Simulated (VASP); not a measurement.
Write the native input for VASP 6.6.1 that does the following.

| Quantity | Value |
| --- | --- |
| Task | single point |
| Functional | PBEsol |
| Potentials or basis | VASP PAW PBE potentials, release 64 (Ta_pv, N) |
| Cutoff | 520 eV |
| k mesh | 24 × 24 × 20 |
| Occupations | gaussian, width 0.15 eV |
| Spin | no spin polarisation |
| Dipole correction | no |
| Further INCAR settings | ALGO = Normal; EDIFF = 1e-07; NBANDS = 15 |

The structure of TaN lies in POSCAR:

```
TaN
1.0
    2.9239890447      0.0000000000      0.1279245207
   -1.4619945224      2.5322487931     -0.0639622604
    0.1255943344      0.0000000000      2.8707276427
Ta N
1 1
Direct
    0.3333333333      0.6666666667      0.5000000000
    0.0000000000      0.0000000000      0.0000000000
```

This cell differs from its parent crystal: strain +0.0875 x Voigt [0, 0, 0, 0, 1, 0].

The input as run:

INCAR

```
  PREC = Accurate
  ENCUT = 520
  EDIFF = 1E-7
  ISMEAR = 0
  SIGMA = 0.15
  LREAL = F
  LASPH = T
  NELM = 80
  ALGO = Normal
  ISIF = 2
  LWAVE = F
  LCHARG = F
  GGA = PS
  NBANDS = 15
```

KPOINTS

```
regular mesh
0
Gamma
  24 24 20
```

Potentials or basis: VASP PAW PBE potentials, release 64 (Ta_pv, N).

Run with:

```console
$ cat potpaw_PBE.64/Ta_pv/POTCAR potpaw_PBE.64/N/POTCAR > POTCAR
$ mpirun -np 1 vasp_std > vasp.out
```

Results of the run:

```
Pressure               : 4.1 GPa
Largest force          : 0.202 eV/Å
Band gap on the k mesh : zero (bands 8 and 9 overlap by 0.45 eV)
```

Caveat: the cell differs from its parent crystal (strain +0.0875 x Voigt [0, 0, 0, 0, 1, 0]); the cell stands under pressure; the PAW data sets were made with another functional, which shifts forces and pressure a little; spin-orbit coupling is left out, which moves the levels of the heavy elements.

It took 24 min on 1 thread of Oxide Virtual Turin-like Processor (shared host), peak memory 0.95 GiB.
